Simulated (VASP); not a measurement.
Crystal: Al2Cu.

```xyz
3
Lattice="4.1052 0.0000 0.0000 0.0000 4.1052 0.0000 0.0000 0.0000 2.8913" Properties=species:S:1:pos:R:3 pbc="T T T"
Cu    0.0000    0.0000    0.0000
Al    0.0000    2.0526    1.4457
Al    2.0526    0.0000    1.4457
```

```yaml
Program: VASP 6.6.1
Task: relaxation of cell and atoms
Functional: r2SCAN
Potentials_or_basis: VASP PAW PBE potentials, release 64 (Cu, Al)
Cutoff: 600 eV
k_mesh: 7 × 7 × 9
Occupations: fermi-dirac, width 0.05 eV
Spin: no spin polarisation
```

At the start: pressure -2.3 GPa; volume 16.24 Å³/atom.

Question: Where does the relaxation end?

Answer: Over 6 steps the energy falls by 3.0 meV/atom and the volume is 15.88 Å³/atom (-2.2 %); space group P4/mmm (No. 123, to 0.1 Å) before and after.

The path:
| step | energy change (eV) | largest force (eV/Å) | pressure (GPa) | volume (Å³) |
| --- | --- | --- | --- | --- |
| 1 | 0.0000 | 0.0000 | -2.28 | 48.73 |
| 2 | -0.0071 | 0.0000 | 1.00 | 47.11 |
| 3 | -0.0087 | 0.0000 | 0.09 | 47.58 |
| 4 | -0.0087 | 0.0000 | 0.03 | 47.61 |
| 5 | -0.0089 | 0.0000 | -0.04 | 47.63 |
| 6 | -0.0089 | 0.0000 | -0.06 | 47.65 |

Final structure:
```cif
data_structure
_symmetry_space_group_name_H-M 'P 1'
_symmetry_Int_Tables_number 1
_cell_length_a 4.0871
_cell_length_b 4.0871
_cell_length_c 2.8523
_cell_angle_alpha 90.000
_cell_angle_beta 90.000
_cell_angle_gamma 90.000
_cell_volume 47.65
loop_
_atom_site_label
_atom_site_type_symbol
_atom_site_fract_x
_atom_site_fract_y
_atom_site_fract_z
_atom_site_occupancy
Cu1 Cu 0.00000 0.00000 0.00000 1
Al1 Al 0.00000 0.50000 0.50000 1
Al2 Al 0.50000 0.00000 0.50000 1
```

Caveat: the PAW data sets were made with another functional, which shifts forces and pressure a little.
